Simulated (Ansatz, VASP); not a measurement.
# One calculation of Al2O3, two programs

```
Al O
1.0
     2.42693    1.40119    4.41683
    -2.42693    1.40119    4.41683
     0.00000   -2.80238    4.41683
Al O
4 6
Direct
  0.35223 0.35223 0.35223
  0.14777 0.14777 0.14777
  0.64777 0.64777 0.64777
  0.85223 0.85223 0.85223
  0.55596 0.94404 0.25000
  0.25000 0.55596 0.94404
  0.94404 0.25000 0.55596
  0.44404 0.05596 0.75000
  0.75000 0.44404 0.05596
  0.05596 0.75000 0.44404
```

Change from the starting cell: volume scaled by 1.06, ions relaxed.

Alike in both runs: functional PBE; k mesh 8 × 8 × 8; occupations fermi-dirac, width 0.02 eV; no spin polarisation.

Ansatz relaxed the structure, and its values are those at the end. VASP's run is a single point on that final structure, the one shown.

```csv
,VASP,Ansatz
version,VASP 6.6.1,Ansatz 0.2.0
potentials or method,"VASP PAW PBE potentials, release 64 (Al, O)","plane-wave PAW, scalar-relativistic"
plane-wave cutoff (eV),520,420
valence electrons in the cell,48,48
```

Ansatz gave:

| Item | Value |
| --- | --- |
| gap on the k mesh at the Fermi level (eV) | 5.51 |
| pressure (GPa) | -6.1 |
| rms of the force components (eV/Å) | 0.004 |

Question: Estimate VASP's values.

Answer: gap on the k mesh at the Fermi level (eV): 5.50; pressure (GPa): -6.3; rms of the force components (eV/Å): 0.004.

The functional is the same, so the differences come from potentials, cutoffs and numerics. Ansatz's warnings: stress scf threshold loose.
